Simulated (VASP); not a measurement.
## LiH3: relaxation of cell and atoms with PBE

The system is LiH3.

```
Li H
1.0
     0.00000    2.18103    2.18103
     2.18103    0.00000    2.18103
     2.18103    2.18103    0.00000
Li H
1 3
Direct
  0.00000 0.00000 0.00000
  0.25000 0.25000 0.25000
  0.75000 0.75000 0.75000
  0.50000 0.50000 0.50000
```

The cell was built from a structure type or drawn by symmetry, and may not be a known phase.

* Program: VASP 6.6.1
* Task: relaxation of cell and atoms
* Functional: PBE
* Potentials or basis: VASP PAW PBE potentials, release 64 (Li_sv, H)
* Cutoff: 600 eV
* k mesh: 18 × 18 × 18
* Occupations: gaussian, width 0.1 eV
* Spin: no spin polarisation
* Dipole correction: no
* Further INCAR settings: ALGO = Normal; EDIFF = 1e-06; IBRION = 2; EDIFFG = -0.01; NSW = 100; ISIF = 3

```yaml
Relaxed_volume: 5.12 Å³/atom
Relaxed_cell: a = 3.071 Å, b = 3.071 Å, c = 3.071 Å, α = 60.00°, β = 60.00°, γ = 60.00°
Space_group_after_relaxing_to_0.1_Å: Fm-3m (No. 225)
Energy_gained_by_relaxing: 0.2 meV/atom
Ionic_steps: 3
Pressure_after_relaxing: 0.0 GPa
Band_gap_on_the_k_mesh: zero (bands 3 and 4 overlap by 6.61 eV)
```

Step by step:
| step | energy change (eV) | largest force (eV/Å) | pressure (GPa) | volume (Å³) |
| --- | --- | --- | --- | --- |
| 1 | 0.0000 | 0.0000 | -0.75 | 20.75 |
| 2 | -0.0003 | 0.0000 | -0.55 | 20.68 |
| 3 | -0.0007 | 0.0000 | -0.01 | 20.47 |

Final structure:
```
CELL_PARAMETERS angstrom
0.00000 2.17126 2.17126
2.17126 0.00000 2.17126
2.17126 2.17126 0.00000
ATOMIC_POSITIONS crystal
Li 0.00000 0.00000 0.00000
H 0.25000 0.25000 0.25000
H 0.75000 0.75000 0.75000
H 0.50000 0.50000 0.50000
```

Levels at points of the mesh, in eV from the Fermi level:
```tsv
k point	band 1	band 2	band 3	band 4	band 5	band 6	band 7
(0.00, 0.00, 0.00)	-44.60	-9.78	4.13	6.82	13.70	13.70	13.70
(0.50, 0.00, 0.00)	-44.57	-6.39	-3.24	3.81	11.75	11.75	13.49
(0.50, 0.50, 0.00)	-44.56	-4.62	-2.57	0.45	6.65	6.65	11.35
```

It took 75 s on 1 thread of Intel(R) Xeon(R) Platinum 8259CL CPU @ 2.50GHz (Skylake/Cascade Lake), on a shared host, peak memory 0.16 GiB.

Caveat: the cutoff is under 1.25 times the usual one of these potentials, so pressure, stress and relaxed cells hold a basis-set (Pulay) error.
